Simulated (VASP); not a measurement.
# Sc (Fm-3m) in VASP: a series of runs

The runs below take Sc through relaxation of cell and atoms, with PBEsol.

Program: VASP 6.6.1. These are calculated values, not measurements. Logs are shortened: lines on timing, memory, paths and dates and some standing lists are left out, and cuts for length are marked.

### 1 The cell of the first run

Symmetry: Fm-3m, No. 225, cubic system. The conventional cell has a = 4.640 Å, b = 4.640 Å, c = 4.640 Å, α = 90.00°, β = 90.00°, γ = 90.00°. Within 4.3 Å of Sc (site symmetry m-3m) lie 12 Sc at 3.28 Å.

This isn't the form of Sc at room conditions, which is hcp.

### 2 Relaxation of cell and atoms, PBEsol

INCAR

```
  PREC = Accurate
  ENCUT = 500
  EDIFF = 1E-7
  ISMEAR = -1
  SIGMA = 0.1
  LREAL = F
  LASPH = T
  NELM = 120
  ALGO = Normal
  ISIF = 3
  LWAVE = F
  LCHARG = F
  GGA = PS
  IBRION = 2
  NSW = 80
  EDIFFG = -0.03
  GGA_COMPAT = F
  NELMIN = 4
```

KPOINTS

```
regular mesh
0
Gamma
  17 17 17
```

POSCAR

```
Sc
1.0
    0.0000000000      2.3200000000      2.3200000000
    2.3200000000      0.0000000000      2.3200000000
    2.3200000000      2.3200000000      0.0000000000
Sc
1
Direct
    0.0000000000      0.0000000000      0.0000000000
```

Potentials or basis: VASP PAW PBE potentials, release 64 (Sc_sv).

Command:

```bash
> cat potpaw_PBE.64/Sc_sv/POTCAR > POTCAR
> mpirun -np 1 vasp_std > vasp.out
```

OUTCAR:

```text
PREC = Accurate
   ENCUT = 500
   EDIFF = 1E-7
   ISMEAR = -1
   LREAL = F
   LASPH = T
   NELM = 120
   ISIF = 3
   GGA = PS
   IBRION = 2
   NSW = 80
   EDIFFG = -0.03
   NELMIN = 4

 ion  position               nearest neighbor table
   1  0.000  0.000  0.000-

  LATTYP: Found a face centered cubic cell.
 ALAT       =     4.6400000000

  Lattice vectors:

 A1 = (   0.0000000000,   2.3200000000,   2.3200000000)
 A2 = (   2.3200000000,   0.0000000000,   2.3200000000)
 A3 = (   2.3200000000,   2.3200000000,   0.0000000000)

Analysis of symmetry for initial positions (statically):
=====================================================================
 Subroutine PRICEL returns:
 Original cell was already a primitive cell.

 Routine SETGRP: Setting up the symmetry group for a
 face centered cubic supercell.

 Subroutine GETGRP returns: Found 48 space group operations
 (whereof 48 operations were pure point group operations)
 out of a pool of 48 trial point group operations.

The static configuration has the point symmetry O_h .

Analysis of symmetry for dynamics (positions and initial velocities):
=====================================================================
 Subroutine PRICEL returns:
 Original cell was already a primitive cell.

 Routine SETGRP: Setting up the symmetry group for a
 face centered cubic supercell.

 Subroutine GETGRP returns: Found 48 space group operations
 (whereof 48 operations were pure point group operations)
 out of a pool of 48 trial point group operations.

The dynamic configuration has the point symmetry O_h .

 Subroutine INISYM returns: Found 48 space group operations
 (whereof 48 operations are pure point group operations),
 and found     1 'primitive' translations

----------------------------------------------------------------------------------------

                                     Primitive cell

  volume of cell :      24.9743

  direct lattice vectors                    reciprocal lattice vectors
     0.000000000  2.320000000  2.320000000    -0.215517241  0.215517241  0.215517241
     2.320000000  0.000000000  2.320000000     0.215517241 -0.215517241  0.215517241
     2.320000000  2.320000000  0.000000000     0.215517241  0.215517241 -0.215517241

  length of vectors
     3.280975465  3.280975465  3.280975465     0.373286812  0.373286812  0.373286812

  position of ions in fractional coordinates (direct lattice)
     0.000000000  0.000000000  0.000000000

  ion indices of the primitive-cell ions
   primitive index   ion index
                 1           1

----------------------------------------------------------------------------------------

 KPOINTS: regular mesh

Automatic generation of k-mesh.
 Grid dimensions read from file:
 generate k-points for:   17   17   17

 Generating k-lattice:

  Cartesian coordinates                     Fractional coordinates (reciprocal lattice)
    -0.012677485  0.012677485  0.012677485     0.058823529  0.000000000  0.000000000
     0.012677485 -0.012677485  0.012677485     0.000000000  0.058823529  0.000000000
     0.012677485  0.012677485 -0.012677485     0.000000000  0.000000000  0.058823529

  Length of vectors
     0.021958048  0.021958048  0.021958048

  Shift w.r.t. Gamma in fractional coordinates (k-lattice)
     0.000000000  0.000000000  0.000000000

 Subroutine IBZKPT returns following result:
 ===========================================

 Found    165 irreducible k-points:

 Following reciprocal coordinates:
            Coordinates               Weight
  0.000000  0.000000  0.000000      1.000000
  0.058824  0.000000  0.000000      8.000000
  0.117647  0.000000  0.000000      8.000000
  0.176471  0.000000  0.000000      8.000000
  0.235294  0.000000  0.000000      8.000000
  0.294118  0.000000  0.000000      8.000000
[... 16 lines left out ...]
 -0.176471  0.058824  0.000000     24.000000
 -0.117647  0.058824  0.000000     24.000000
 [... further k-points ...]
   k-points           NKPTS =    165   k-points in BZ     NKDIM =    165   number of bands    NBANDS=      9
   number of dos      NEDOS =    301   number of ions     NIONS =      1
   total plane-waves  NPLWV =  13824
   dimension x,y,z NGX =    24 NGY =   24 NGZ =   24
   dimension x,y,z NGXF=    48 NGYF=   48 NGZF=   48
   ions per type =               1
   NGX,Y,Z   is equivalent  to a cutoff of  12.16, 12.16, 12.16 a.u.
   NGXF,Y,Z  is equivalent  to a cutoff of  24.32, 24.32, 24.32 a.u.
 SYSTEM =  unknown system
   PREC   = accura    normal or accurate (medium, high low for compatibility)
   ISTART =      0    job   : 0-new  1-cont  2-samecut
   ICHARG =      2    charge: 1-file 2-atom 10-const
   ISPIN  =      1    spin polarized calculation?
   LNONCOLLINEAR =      F non collinear calculations
   LSORBIT =      F    spin-orbit coupling
   LASPH  =      T    aspherical Exc in radial PAW
   ENCUT  =  500.0 eV  36.75 Ry    6.06 a.u.   5.98  5.98  5.98*2*pi/ulx,y,z
   NELM   =    120;   NELMIN=  4; NELMDL= -5     # of ELM steps
   EDIFF  = 0.1E-06   stopping-criterion for ELM
   LREAL  =      F    real-space projection
   EDIFFG = -.3E-01   stopping-criterion for IOM
   NSW    =     80    number of steps for IOM
   IBRION =      2    ionic relax: 0-MD 1-quasi-New 2-CG
   NFREE  =      1    steps in history (QN), initial steepest desc. (CG)
   ISIF   =      3    stress and relaxation
   ISYM   =      2    0-nonsym 1-usesym 2-fastsym
   POTIM  = 0.5000    time-step for ionic-motion
   TEBEG  =    0.0;   TEEND  =   0.0 temperature during run
   PSTRESS=    0.0 pullay stress
   NELECT =      11.0000    total number of electrons
   NUPDOWN=      -1.0000    fix difference up-down
   EMIN   =  10.00;   EMAX   =-10.00  energy-range for DOS
   EFERMI =   0.00;   METHOD = LEGACY
   ISMEAR =    -1;   SIGMA  =   0.10  broadening in eV -4-tet -1-fermi 0-gaus
   EFERMI_NEDOS =   21; number of points for ismear=-14 and -15
   IALGO  =     38    algorithm
   IMIX   =      4    mixing-type and parameters
     AMIX     =   0.40;   BMIX     =  1.00
     AMIX_MAG =   1.60;   BMIX_MAG =  1.00
  volume/ion in A,a.u.               =      24.97       168.54
  Fermi-wavevector in a.u.,A,eV,Ry     =   1.245588  2.353820 21.109295  1.551489
  Thomas-Fermi vector in A             =   2.379804
   LORBIT       =      0    0 simple, 1 ext, 2 COOP (PROOUT), +10 PAW based schemes
   GGA     = PS    functional components
   LHFCALC =     F    Hartree Fock is set to
   AEXX    =    0.0000 exact exchange contribution
   IVDW    =     0    specifies the selected vdW correction
   LEPSILON=     F    determine dielectric tensor
   LRPA    =     F    only Hartree local field effects (RPA)
 conjugate gradient relaxation of ions
 non-spin polarized calculation
  energy-cutoff  :      500.00
  volume of cell :       24.97
 maximum number of plane-waves:       646
   NGX = 11   NGY = 11   NGZ = 11

--------------------------------------- Ionic step        1  -------------------------------------------

 number of electron      11.0000002 magnetization

 Free energy of the ion-electron system (eV)
  ---------------------------------------------------
  ext. energy  EPLUGINS =         0.00000000
  ---------------------------------------------------
  free energy    TOTEN  =        -6.57939198 eV

  energy without entropy =       -6.51501123  energy(sigma->0) =       -6.54720161

 E-fermi :   3.5594     XC(G=0):  -9.9346

 val. band max:        3.5292981118   @ k =  -0.4118   0.3529   0.1765
 cond. band min:       3.5662867675   @ k =  -0.4706   0.1176   0.0000
 fundamental gap:      0.0369886557
 Fermi energy:         3.5594434276

 k-point     1 :       0.0000    0.0000    0.0000
  band No.  band energies     occupation
      1     -45.7014      2.00000
      2     -24.2109      2.00000
      3     -24.2109      2.00000
      4     -24.2109      2.00000
      5      -1.6147      2.00000
      6       5.1157      0.00000
      7       5.1157      0.00000
      8       5.1157      0.00000
      9       6.4729      0.00000

 k-point     2 :       0.0588    0.0000    0.0000
  band No.  band energies     occupation
      1     -45.6995      2.00000
      2     -24.2243      2.00000
      3     -24.2126      2.00000
      4     -24.2126      2.00000
      5      -1.5276      2.00000
      6       5.0509      0.00000
      7       5.1483      0.00000
      8       5.1483      0.00000
      9       6.4498      0.00000
[... 321 lines left out ...]
 POSITION                                       TOTAL-FORCE (eV/Angst)
 -----------------------------------------------------------------------------------
      2.27475      2.27475      0.00000        -0.000000      0.000000     -0.000000
 -----------------------------------------------------------------------------------
    total drift:                                0.000000      0.000000     -0.000000

  FREE ENERGIE OF THE ION-ELECTRON SYSTEM (eV)
  ---------------------------------------------------
  free  energy   TOTEN  =        -6.5899153303 eV

  energy  without entropy=       -6.5302371217  energy(sigma->0) =       -6.56007623

--------------------------------------- Ionic step        3  -------------------------------------------

 number of electron      10.9999996 magnetization

 Free energy of the ion-electron system (eV)
  ---------------------------------------------------
  ext. energy  EPLUGINS =         0.00000000
  ---------------------------------------------------
  free energy    TOTEN  =        -6.59008931 eV

  energy without entropy =       -6.52986986  energy(sigma->0) =       -6.55997958

 E-fermi :   3.8696     XC(G=0): -10.1490

 val. band max:        3.8639595340   @ k =  -0.4706   0.3529   0.1765
 cond. band min:       3.8709655603   @ k =   0.4706   0.2941   0.1176
 fundamental gap:      0.0070060263
 Fermi energy:         3.8695666790

 k-point     1 :       0.0000    0.0000    0.0000
  band No.  band energies     occupation
      1     -45.2502      2.00000
      2     -23.7290      2.00000
      3     -23.7290      2.00000
      4     -23.7290      2.00000
      5      -1.4054      2.00000
      6       5.4975      0.00000
      7       5.4975      0.00000
      8       5.4975      0.00000
      9       6.9548      0.00000

 k-point     2 :       0.0588    0.0000    0.0000
  band No.  band energies     occupation
      1     -45.2478      2.00000
      2     -23.7451      2.00000
      3     -23.7311      2.00000
      4     -23.7311      2.00000
      5      -1.3140      2.00000
      6       5.4278      0.00000
      7       5.5324      0.00000
      8       5.5324      0.00000
      9       6.9295      0.00000
[... 286 lines left out ...]
 POSITION                                       TOTAL-FORCE (eV/Angst)
 -----------------------------------------------------------------------------------
      0.00000      0.00000      0.00000         0.000000      0.000000     -0.000000
 -----------------------------------------------------------------------------------
    total drift:                               -0.000000      0.000000     -0.000000

  FREE ENERGIE OF THE ION-ELECTRON SYSTEM (eV)
  ---------------------------------------------------
  free  energy   TOTEN  =        -6.5900893114 eV

  energy  without entropy=       -6.5298698584  energy(sigma->0) =       -6.55997958

 reached required accuracy - stopping structural energy minimisation
```

Wall time 42 s (1 thread of AMD EPYC 9R14 (Zen 4), shared host); peak memory 0.14 GiB.

Results:

```yaml
Free_energy: -6.5901 eV
Relaxed_volume: 23.70 Å³/atom
Relaxed_cell: a = 3.224 Å, b = 3.224 Å, c = 3.224 Å, α = 60.00°, β = 60.00°, γ = 60.00°
Space_group_after_relaxing_to_0.1_Å: Fm-3m (No. 225)
Energy_gained_by_relaxing: 10.7 meV/atom
Ionic_steps: 3
Pressure_after_relaxing: 0.0 GPa
Band_gap_on_the_k_mesh: zero (an odd number of electrons rules out a gap without spin polarisation)
```

The path:
```csv
step,energy change (eV),largest force (eV/Å),pressure (GPa),volume (Å³)
1,0.0000,0.0000,-2.59,24.97
2,-0.0105,0.0000,0.37,23.54
3,-0.0107,0.0000,0.01,23.70
```

Final structure:
```cif
data_structure
_symmetry_space_group_name_H-M 'P 1'
_symmetry_Int_Tables_number 1
_cell_length_a 3.2241
_cell_length_b 3.2241
_cell_length_c 3.2241
_cell_angle_alpha 60.000
_cell_angle_beta 60.000
_cell_angle_gamma 60.000
_cell_volume 23.70
loop_
_atom_site_label
_atom_site_type_symbol
_atom_site_fract_x
_atom_site_fract_y
_atom_site_fract_z
_atom_site_occupancy
Sc1 Sc 0.00000 0.00000 0.00000 1
```

Caveat: the PAW data sets were made with another functional, which shifts forces and pressure a little.

### 3 Relaxation of cell and atoms, PBEsol, target pressure 5 GPa, at which the enthalpy is minimised

INCAR

```
PREC = Accurate ; ENCUT = 500
EDIFF = 1E-7 ; ISMEAR = -1
SIGMA = 0.1 ; LREAL = F
LASPH = T ; NELM = 120
ALGO = Normal ; ISIF = 3
LWAVE = F ; LCHARG = F
GGA = PS ; IBRION = 2
NSW = 80 ; EDIFFG = -0.03
PSTRESS = 50.0 ; GGA_COMPAT = F
NELMIN = 4
```

KPOINTS is that of step 2.

POSCAR is that of step 2.

Potentials or basis: VASP PAW PBE potentials, release 64 (Sc_sv).

Command:

```bash
> cat potpaw_PBE.64/Sc_sv/POTCAR > POTCAR
> mpirun -np 1 vasp_std > vasp.out
```

Wall time 52 s (1 thread of AMD EPYC 9R14 (Zen 4), shared host); peak memory 0.14 GiB.

The run converged. Its results:

| Property | Result |
| --- | --- |
| Free energy | -6.5624 eV |
| Relaxed volume | 21.83 Å³/atom |
| Relaxed cell | a = 3.137 Å, b = 3.137 Å, c = 3.137 Å, α = 60.00°, β = 60.00°, γ = 60.00° |
| Space group after relaxing (to 0.1 Å) | Fm-3m (No. 225) |
| Energy change on relaxing (the run minimises the enthalpy) | +17.0 meV/atom |
| Ionic steps | 3 |
| Pressure after relaxing | 5.0 GPa |
| Band gap on the k mesh | zero (an odd number of electrons rules out a gap without spin polarisation) |

Step by step:
```
step  energy change (eV)  largest force (eV/Å)  pressure (GPa)  volume (Å³)
   1              0.0000                0.0000           -2.59        24.97
   2              0.0532                0.0000            8.10        20.94
   3              0.0170                0.0000            5.02        21.83
```

Final structure:
```xyz
1
Lattice="0.0000 2.2181 2.2181 2.2181 0.0000 2.2181 2.2181 2.2181 0.0000" Properties=species:S:1:pos:R:3 pbc="T T T"
Sc    0.0000    0.0000    0.0000
```

Levels at points of the mesh, in eV from the Fermi level:
```tsv
k point	band 3	band 4	band 5	band 6	band 7	band 8
(0.00, 0.00, 0.00)	-27.32	-27.32	-5.41	1.74	1.74	1.74
```

Caveat: the cell is relaxed towards a set pressure, so the run minimises the enthalpy, not the energy; the PAW data sets were made with another functional, which shifts forces and pressure a little.

### 4 Relaxation of cell and atoms, PBEsol, target pressure 10 GPa, at which the enthalpy is minimised

INCAR

```
PREC     = Accurate       # precision mode
ENCUT    = 500            # plane-wave cutoff, eV
EDIFF    = 1E-7           # SCF threshold, eV
ISMEAR   = -1             # smearing method
SIGMA    = 0.1            # smearing width, eV
LREAL    = F              # projectors in reciprocal space
LASPH    = T              # aspherical terms in the spheres
NELM     = 120            # most SCF steps
ALGO     = Normal         # electronic algorithm
ISIF     = 3              # what is computed and relaxed
LWAVE    = F              # write WAVECAR
LCHARG   = F              # write CHGCAR
GGA      = PS             # functional
IBRION   = 2              # ionic algorithm
NSW      = 80             # ionic steps
EDIFFG   = -0.03          # ionic threshold
PSTRESS  = 100.0        
GGA_COMPAT= F            
NELMIN   = 4
```

KPOINTS

```
Automatic mesh
0
Gamma
  17 17 17
```

POSCAR is that of step 3.

Command:

```bash
> cat potpaw_PBE.64/Sc_sv/POTCAR > POTCAR
> mpirun -np 1 vasp_std > vasp.out
```

It took 53 s on 1 thread of AMD EPYC 9R14 (Zen 4), shared host; peak memory 0.14 GiB.

It converged, with:

| Property | Result |
| --- | --- |
| Free energy | -6.4984 eV |
| Relaxed volume | 20.44 Å³/atom |
| Relaxed cell | a = 3.069 Å, b = 3.069 Å, c = 3.069 Å, α = 60.00°, β = 60.00°, γ = 60.00° |
| Space group after relaxing (to 0.1 Å) | Fm-3m (No. 225) |
| Energy change on relaxing (the run minimises the enthalpy) | +81.0 meV/atom |
| Ionic steps | 3 |
| Pressure after relaxing | 10.0 GPa |
| Band gap on the k mesh | zero (an odd number of electrons rules out a gap without spin polarisation) |

The path:
```csv
step,energy change (eV),largest force (eV/Å),pressure (GPa),volume (Å³)
1,0.0000,0.0000,-2.59,24.97
2,0.2522,0.0000,19.29,18.53
3,0.0810,0.0000,9.98,20.44
```

Final structure:
```cif
data_structure
_symmetry_space_group_name_H-M 'P 1'
_symmetry_Int_Tables_number 1
_cell_length_a 3.0690
_cell_length_b 3.0690
_cell_length_c 3.0690
_cell_angle_alpha 60.000
_cell_angle_beta 60.000
_cell_angle_gamma 60.000
_cell_volume 20.44
loop_
_atom_site_label
_atom_site_type_symbol
_atom_site_fract_x
_atom_site_fract_y
_atom_site_fract_z
_atom_site_occupancy
Sc1 Sc 0.00000 0.00000 0.00000 1
```

Levels at points of the mesh, in eV from the Fermi level:
```csv
k point,band 1,band 2,band 3,band 4,band 5,band 6,band 7,band 8,band 9
"(0.00, 0.00, 0.00)",-48.75,-27.10,-27.10,-27.10,-5.50,1.82,1.82,1.82,3.59
```

Caveat: the cell is relaxed towards a set pressure, so the run minimises the enthalpy, not the energy; the volume moved by over 15 % at a fixed basis, so the end points are rough; the PAW data sets were made with another functional, which shifts forces and pressure a little.

### 5 Relaxation of cell and atoms, PBEsol, target pressure 20 GPa, at which the enthalpy is minimised

INCAR

```
SYSTEM = Sc
PREC = Accurate ; ENCUT = 500
EDIFF = 1E-7 ; ISMEAR = -1
SIGMA = 0.1 ; LREAL = .FALSE.
LASPH = .TRUE. ; NELM = 120
ALGO = Normal ; ISIF = 3
LWAVE = .FALSE. ; LCHARG = .FALSE.
GGA = PS ; IBRION = 2
NSW = 80 ; EDIFFG = -0.03
PSTRESS = 200.0 ; GGA_COMPAT = .FALSE.
NELMIN = 4
```

KPOINTS

```
regular mesh
0
G
  17 17 17
  0 0 0
```

POSCAR is that of step 4.

Command:

```bash
> cat potpaw_PBE.64/Sc_sv/POTCAR > POTCAR
> mpirun -np 1 vasp_std > vasp.out
```

Wall time 70 s (1 thread of AMD EPYC 9R14 (Zen 4), shared host); peak memory 0.14 GiB.

It converged, with:

- Free energy: -6.3148 eV
- Relaxed volume: 18.43 Å³/atom
- Relaxed cell: a = 2.965 Å, b = 2.965 Å, c = 2.965 Å, α = 60.00°, β = 60.00°, γ = 60.00°
- Space group after relaxing (to 0.1 Å): Fm-3m (No. 225)
- Energy change on relaxing (the run minimises the enthalpy): +264.6 meV/atom
- Ionic steps: 4
- Pressure after relaxing: 19.9 GPa
- Band gap on the k mesh: zero (an odd number of electrons rules out a gap without spin polarisation)

Step by step:
```csv
step,energy change (eV),largest force (eV/Å),pressure (GPa),volume (Å³)
1,0.0000,0.0000,-2.59,24.97
2,1.2048,0.0000,58.16,14.29
3,0.2434,0.0000,18.86,18.60
4,0.2646,0.0000,19.89,18.43
```

Final structure:
```
Sc
1.0
     0.00000    2.09646    2.09646
     2.09646    0.00000    2.09646
     2.09646    2.09646    0.00000
Sc
1
Direct
  0.00000 0.00000 0.00000
```

Levels at points of the mesh, in eV from the Fermi level:
```tsv
k point	band 1	band 2	band 3	band 4	band 5	band 6	band 7	band 8	band 9
(0.00, 0.00, 0.00)	-48.53	-26.73	-26.73	-26.73	-5.59	1.94	1.94	1.94	3.96
```

Caveat: the cell is relaxed towards a set pressure, so the run minimises the enthalpy, not the energy; the volume moved by over 15 % at a fixed basis, so the end points are rough; the PAW data sets were made with another functional, which shifts forces and pressure a little.

### 6 Overview

| cell | gap on the mesh (eV) | pressure (GPa) |
| --- | --- | --- |
| relaxed | none | 0.0 |
| relaxed to 5 GPa | none | 5.0 |
| relaxed to 10 GPa | none | 10.0 |
| relaxed to 20 GPa | none | 19.9 |

Alike in all rows: task relaxation of cell and atoms; level PBEsol; potentials or basis VASP PAW PBE potentials, release 64 (Sc_sv); no spin polarisation; k mesh 17 × 17 × 17; cutoff (eV) 500; smearing fermi-dirac 0.1 eV.

Caveats: the PAW data sets were made with another functional, which shifts forces and pressure a little; the cell is relaxed towards a set pressure, so the run minimises the enthalpy, not the energy (at least some runs); the volume moved by over 15 % at a fixed basis, so the end points are rough (at least some runs).

Total energies depend on the potentials used, so only differences within one code and one set of settings carry meaning.
